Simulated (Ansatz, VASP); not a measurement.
One calculation of SbSe3, two programs

```
Sb Se
1.0
     4.47052    0.00000    0.00000
     0.00000    4.47052    0.00000
     0.00000    0.00000    4.47052
Sb Se
1 3
Cartesian
  0.0000 0.0000 0.0000
  0.0000 2.2353 2.2353
  2.2353 0.0000 2.2353
  2.2353 2.2353 0.0000
```

Alike in both runs: functional PBE; k mesh 10 × 10 × 10; occupations gaussian, width 0.1 eV; no spin polarisation.

Ansatz relaxed the structure, and its values are those at the end. VASP's run is a single point on that final structure, the one shown.

```csv
,VASP,Ansatz
version,VASP 6.6.1,Ansatz 0.2.0
potentials or method,"VASP PAW PBE potentials, release 64 (Sb, Se), cutoff 520 eV","scalar-relativistic, plane waves, PAW"
valence electrons in the cell,23,63
```

```csv
,VASP,Ansatz,Ansatz less VASP
gap on the k mesh at the Fermi level (eV),none,none,-
pressure (GPa),-0.1,0.0,+0.13
```

A gap of «none» marks a metal or a gap that the smearing closes. With one functional, cell and mesh, what is left measures potentials, basis and numerics. VASP's potentials hold 23 valence electrons a cell and Ansatz's 63, so a difference there can come from the potentials and not from the codes.

Spin-orbit coupling is off throughout.
